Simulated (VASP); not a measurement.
Tl2I5:

```xyz
7
Lattice="0.0000 5.2136 5.2136 5.2136 0.0000 5.2136 5.2136 5.2136 0.0000" Properties=species:S:1:pos:R:3 pbc="T T T"
Tl    0.0000    0.0000    0.0000
Tl    2.6068    2.6068    2.6068
I     6.1813    6.1813    6.1813
I     4.2458    4.2458    6.1813
I     4.2458    6.1813    4.2458
I     6.1813    4.2458    4.2458
I     7.8203    7.8203    7.8203
```

| Item | Value |
| --- | --- |
| Program | VASP 6.6.1 |
| Task | relaxation of cell and atoms |
| Functional | PBE |
| Potentials or basis | VASP PAW PBE potentials, release 64 (Tl_d, I) |
| Cutoff | 600 eV |
| k mesh | 4 × 4 × 4 |
| Occupations | gaussian, width 0.1 eV |
| Spin | no spin polarisation |

At the start: pressure 14.3 GPa; volume 40.49 Å³/atom.

Question: Where does the relaxation end?

Answer: Over 9 steps the energy falls by 936.8 meV/atom and the volume is 67.61 Å³/atom (+67.0 %); space group F-43m (No. 216, to 0.05 Å).

The path:
```
step  energy change (eV)  largest force (eV/Å)  pressure (GPa)  volume (Å³)
   1              0.0000                7.0375           14.28       283.42
   2             -6.1160                1.2153            0.85       458.69
   3             -6.0878                0.9254            1.87       403.25
   4             -6.1311                1.2071            1.05       444.93
   5             -6.1389                1.1874            1.13       439.18
   6             -6.4441                0.5847            0.23       472.14
   7             -6.5037                0.2582           -0.24       498.80
   8             -6.5284                0.2027           -0.18       491.25
   9             -6.5573                0.0290            0.01       473.30
```

Final structure:
```xyz
7
Lattice="0.0000 6.1854 6.1854 6.1854 0.0000 6.1854 6.1854 6.1854 0.0000" Properties=species:S:1:pos:R:3 pbc="T T T"
Tl    0.0000    0.0000    0.0000
Tl    3.0927    3.0927    3.0927
I     7.4666    7.4666    7.4666
I     4.9042    4.9042    7.4666
I     4.9042    7.4666    4.9042
I     7.4666    4.9042    4.9042
I     9.2781    9.2781    9.2781
```

Caveat: the volume moved by over 15 % at a fixed basis, so the end points are rough; an odd number of electrons without spin polarisation forces a metal; a magnetic or distorted state may lie lower.
